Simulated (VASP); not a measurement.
A run of VASP 6.6.1 is set up as follows.

File INCAR:

```
SYSTEM = Tl
PREC = Accurate ; ENCUT = 520
EDIFF = 1E-7 ; ISMEAR = -1
SIGMA = 0.05 ; LREAL = .FALSE.
LASPH = .TRUE. ; NELM = 100
ALGO = Normal ; ISIF = 2
LWAVE = .FALSE. ; LCHARG = .FALSE.
GGA = PE ; NBANDS = 20
```

KPOINTS

```
regular mesh
0
G
  10 10 10
  0 0 0
```

File POSCAR:

```
Tl
1.0
    0.0000000000      3.3049470367      3.3049470367
    3.3049470367      0.0000000000      3.3049470367
    3.3049470367      3.3049470367      0.0000000000
Tl
2
Direct
   -0.1250000000     -0.1250000000     -0.1250000000
    0.1250000000      0.1250000000      0.1250000000
```

Potentials or basis: VASP PAW PBE potentials, release 64 (Tl_d).

Run with:

```bash
$ cat potpaw_PBE.64/Tl_d/POTCAR > POTCAR
$ mpirun -np 1 vasp_std > vasp.out
```

(1) Predict the pressure.

(2) Predict the band gap on the k mesh.

## Answers

(1) 5.5 GPa.

(2) zero (bands 13 and 14 overlap by 3.93 eV).

Caveat: the cell stands under pressure; spin-orbit coupling is left out, which moves the levels of the heavy elements.
